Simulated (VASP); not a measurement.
Write the native input for VASP 6.6.1 that does the following.

| Quantity | Value |
| --- | --- |
| Task | single point |
| Functional | r2SCAN |
| Potentials or basis | VASP PAW PBE potentials, release 64 (O, Hg, Se) |
| Cutoff | 660 eV |
| k mesh | 2 × 2 × 2 |
| Occupations | fermi-dirac, width 0.02 eV |
| Spin | no spin polarisation |
| Dipole correction | no |
| Further INCAR settings | ALGO = Normal; EDIFF = 1e-06; NBANDS = 26 |

Hg2SeO:

```
O Hg Se
1.0
     4.07558    0.00000    0.00000
     0.00000    4.07558    0.00000
     0.00000    0.00000    5.51088
O Hg Se
1 2 1
Cartesian
  0.0000 0.0000 0.0000
  0.0000 2.0378 4.4367
  2.0378 0.0000 1.0741
  2.0378 2.0378 2.7554
```

The input as run:

POSCAR

```
Hg2SeO
1.0
    4.0755802718      0.0000000000      0.0000000000
    0.0000000000      4.0755802718      0.0000000000
    0.0000000000      0.0000000000      5.5108812283
O Hg Se
1 2 1
Direct
    0.0000000000      0.0000000000      0.0000000000
    0.0000000000      0.5000000000      0.8050886442
    0.5000000000      0.0000000000      0.1949113558
    0.5000000000      0.5000000000      0.5000000000
```

INCAR.step1

```
PREC = Accurate
ENCUT = 660
ISMEAR = -1
SIGMA = 0.02
LREAL = False
LASPH = True
NELM = 120
NBANDS = 26
GGA = PE
ALGO = Normal
EDIFF = 1E-5
LWAVE = True
LCHARG = False
GGA_COMPAT = False
```

INCAR.step2

```
PREC = Accurate
ENCUT = 660
EDIFF = 1E-6
ISMEAR = -1
SIGMA = 0.02
LREAL = False
LASPH = True
NELM = 120
ALGO = Normal
ISIF = 2
LWAVE = False
LCHARG = False
METAGGA = R2SCAN
LMIXTAU = True
NBANDS = 26
ISTART = 1
GGA_COMPAT = False
```

KPOINTS

```
Automatic mesh
0
Gamma
  2 2 2
```

Potentials or basis: VASP PAW PBE potentials, release 64 (O, Hg, Se).

Launch:

```bash
$ cat potpaw_PBE.64/O/POTCAR potpaw_PBE.64/Hg/POTCAR potpaw_PBE.64/Se/POTCAR > POTCAR
$ cp INCAR.step1 INCAR
$ mpirun -np 1 vasp_std > vasp.out
$ cp INCAR.step2 INCAR
$ mpirun -np 1 vasp_std > vasp.out
```

Results of the run:

* Pressure: 2.0 GPa
* Largest force: 0.059 eV/Å
* Band gap on the k mesh: zero (filled and empty bands touch)

Caveat: the k points lie up to 0.77 Å⁻¹ apart; semilocal functionals underestimate gaps, so a narrow gap can read as zero; the PAW data sets were made with another functional, which shifts forces and pressure a little; spin-orbit coupling is left out, which moves the levels of the heavy elements.

Run time: 45 s on 1 thread of AMD EPYC 9R45 96-Core Processor (Zen 5) (shared host), peak memory 0.23 GiB.
